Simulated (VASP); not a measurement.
Write the native input for VASP 6.6.1 that does the following.

```yaml
Task: single point
Functional: PBEsol
Potentials_or_basis: VASP PAW PBE potentials, release 64 (Te)
Cutoff: 520 eV
k_mesh: 6 × 6 × 4
Occupations: methfessel-paxton, width 0.1 eV
Spin: no spin polarisation
Dipole_correction: no
Further_INCAR_settings: ALGO = Normal; EDIFF = 1e-06; NBANDS = 16
```

The structure of Te lies in POSCAR:

```
Te
1.0
    4.3213366750      0.0000000000      0.0000000000
   -2.1606683375      3.7423873389      0.0000000000
    0.0000000000      0.0000000000      5.9655228379
Te
3
Direct
    0.2819539639      0.0000000000      0.3333333333
    0.0000000000      0.2819539639      0.6666666667
    0.7180460361      0.7180460361      0.0000000000
```

The input as run:

INCAR

```
SYSTEM = Te
PREC = Accurate
ENCUT = 520
EDIFF = 1E-6
ISMEAR = 1
SIGMA = 0.1
LREAL = .False.
LASPH = .True.
NELM = 80
ALGO = Normal
ISIF = 2
LWAVE = .False.
LCHARG = .True.
GGA = PS
LELF = .True.
LVHAR = .True.
NBANDS = 16
```

KPOINTS

```
Automatic mesh
0
Gamma
  6 6 4
  0 0 0
```

Potentials or basis: VASP PAW PBE potentials, release 64 (Te).

Launch:

```sh
$ cat potpaw_PBE.64/Te/POTCAR > POTCAR
$ mpirun -np 1 vasp_std > vasp.out
```

It gave:

```yaml
Pressure: 0.1 GPa
Largest_force: 0.015 eV/Å
Band_gap_on_the_k_mesh: zero (filled and empty bands touch)
```

Caveat: the PAW data sets were made with another functional, which shifts forces and pressure a little; spin-orbit coupling is left out, which moves the levels of the heavy elements.

It took 24 s on 1 thread of Intel(R) Xeon(R) Platinum 8259CL CPU @ 2.50GHz (Skylake/Cascade Lake), with other jobs on the host, peak memory 0.21 GiB.
